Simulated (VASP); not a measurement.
Input of a VASP 6.6.1 run:

INCAR

```
PREC     = Accurate       # precision mode
ENCUT    = 520            # plane-wave cutoff, eV
EDIFF    = 1E-6           # SCF threshold, eV
ISMEAR   = 0              # smearing method
SIGMA    = 0.1            # smearing width, eV
LREAL    = F              # projectors in reciprocal space
LASPH    = T              # aspherical terms in the spheres
NELM     = 100            # most SCF steps
ALGO     = Normal         # electronic algorithm
ISIF     = 2              # what is computed and relaxed
LWAVE    = F              # write WAVECAR
LCHARG   = F              # write CHGCAR
GGA      = PE             # functional
NBANDS   = 18             # bands
```

KPOINTS

```
Automatic mesh
0
Gamma
  14 14 14
```

The input POSCAR:

```
ZnAu
1.0
    3.2191292400      0.0000000000      0.0000000000
    0.0000000000      3.2191292400      0.0000000000
    0.0000000000      0.0000000000      3.2191292400
Zn Au
1 1
Direct
    0.5000000000      0.5000000000      0.5000000000
    0.0000000000      0.0000000000      0.0000000000
```

Potentials or basis: VASP PAW PBE potentials, release 64 (Zn, Au).

Run with:

```console
$ cat potpaw_PBE.64/Zn/POTCAR potpaw_PBE.64/Au/POTCAR > POTCAR
$ mpirun -np 1 vasp_std > vasp.out
```

Question: What does it give for the pressure?

Answer: -3.2 GPa.

Question: Estimate the band gap on the k mesh.

Answer: Zero (an odd number of electrons rules out a gap without spin polarisation).

Caveat: the cell differs from its parent crystal (strained); the cell stands under tension; spin-orbit coupling is left out, which moves the levels of the heavy elements.
